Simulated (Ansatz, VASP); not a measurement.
**WS2 in VASP and in Ansatz**

The input INCAR:

```
PREC = Accurate
ENCUT = 520
EDIFF = 1E-6
ISMEAR = 0
SIGMA = 0.05
LREAL = False
LASPH = True
NELM = 80
ALGO = Normal
ISIF = 2
LWAVE = False
LCHARG = True
GGA = PS
LELF = True
LVHAR = True
NBANDS = 35
```

Contents of KPOINTS:

```
regular mesh
0
Gamma
  12 12 2
```

File POSCAR:

```
WS2
1.0
    3.1384841702      0.0000000000      0.0000000000
   -1.5692420851      2.7180070208      0.0000000000
    0.0000000000      0.0000000000     26.5274097521
W S
2 4
Direct
    0.3333333333      0.6666666667      0.6345659624
    0.6666666667      0.3333333333      0.3654340376
    0.3333333333      0.6666666667      0.2989660749
    0.6666666667      0.3333333333      0.5680485953
    0.3333333333      0.6666666667      0.4319514047
    0.6666666667      0.3333333333      0.7010339251
```

Input for Ansatz:

```yaml
crystal:
  lattice:
    - [3.1384841702, 0.0, 0.0]
    - [-1.5692420851, 2.7180070208, 0.0]
    - [0.0, 0.0, 26.5274097521]
  atoms:
    - { symbol: W, position: [0.3333333333, 0.6666666667, 0.6345659624] }
    - { symbol: W, position: [0.6666666667, 0.3333333333, 0.3654340376] }
    - { symbol: S, position: [0.3333333333, 0.6666666667, 0.2989660749] }
    - { symbol: S, position: [0.6666666667, 0.3333333333, 0.5680485953] }
    - { symbol: S, position: [0.3333333333, 0.6666666667, 0.4319514047] }
    - { symbol: S, position: [0.6666666667, 0.3333333333, 0.7010339251] }
basis:
  ecutwfc: 420
kpoints:
  mp_grid: { grid: [12, 12, 2] }
hamiltonian:
  xc: pbesol
  pseudopotentials: { kind: paw, azcp: { folder: soft_1 } }
scf:
  occupations: { method: gaussian, width: 0.05 }
output:
  forces: true
  stress: true
  eigenvalues: true
```

Alike in both runs: task single point; functional PBEsol; k mesh 12 × 12 × 2; occupations gaussian, width 0.05 eV; no spin polarisation.

|  | VASP | Ansatz |
| --- | --- | --- |
| version | VASP 6.6.1 | Ansatz 0.2.0 |
| potentials or method | VASP PAW PBE potentials, release 64 (W_sv, S), cutoff 520 eV | scalar-relativistic, plane waves, PAW |
| valence electrons in the cell | 52 | 52 |

Ansatz gave:

```
gap on the k mesh at the Fermi level (eV) : 1.14
least direct gap on the mesh (eV)         : 1.89
rms of the force components (eV/Å)        : 1.436
```

Q: Estimate VASP's values.

A: gap on the k mesh at the Fermi level (eV): 1.14; least direct gap on the mesh (eV): 1.89; rms of the force components (eV/Å): 1.430.

VASP's potentials were made for PBE, not for PBEsol, and Ansatz warns of the same on its side. Atom by atom the forces differ by 0.006 eV/Å (rms over components).

Neither program's run includes spin-orbit coupling.
